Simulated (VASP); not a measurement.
## KCl: electric field gradients with PBE

The system is KCl.

```
K Cl
1.0
     0.00000    3.10980    3.25078
     3.10980    0.00000    3.25078
     3.10980    3.10980    0.00000
K Cl
1 1
Cartesian
  0.0000 0.0000 0.0000
  3.1098 3.1098 3.2508
```

This cell differs from its parent crystal: z stretched by +3 % at fixed volume.

* Program: VASP 6.6.1
* Task: electric field gradients
* Functional: PBE
* Potentials or basis: VASP PAW PBE potentials, release 64 (K_sv, Cl)
* Cutoff: 520 eV
* k mesh: 7 × 7 × 7
* Occupations: fermi-dirac, width 0.03 eV
* Spin: no spin polarisation
* Dipole correction: no
* Further INCAR settings: ALGO = Normal; EDIFF = 1e-08; NBANDS = 15

- Pressure: 0.7 GPa
- Band gap on the k mesh: 5.14 eV
- Largest electric field gradient by atom: K +8.1; Cl +4.0 V/Å²

Stress tensor (GPa, compression positive):
```
 1.20  0.00  0.00
 0.00  1.20  0.00
 0.00  0.00 -0.30
```

Levels at points of the mesh, in eV from the valence-band top:
```tsv
k point	band 5	band 6	band 7	band 8	band 9	band 10	band 11	band 12
(0.00, 0.00, 0.00)	-10.68	-0.03	0.00	0.00	5.14	8.19	8.46	8.46
```

Electric field gradients, principal values (V/Å²):
```
atom   least  middle  greatest (by size)
 1 K  -4.060  -4.060               8.120
2 Cl  -1.982  -1.982               3.964
```

It took 32 s on 1 thread of Intel(R) Xeon(R) Platinum 8375C CPU @ 2.90GHz (Ice Lake), on a shared host, peak memory 0.21 GiB.

Caveat: without QUAD_EFG the Cq values of the log hold for a quadrupole moment of 1 mb, not for the nuclei; an odd mesh through Γ misses points on the zone boundary, where band edges can lie.
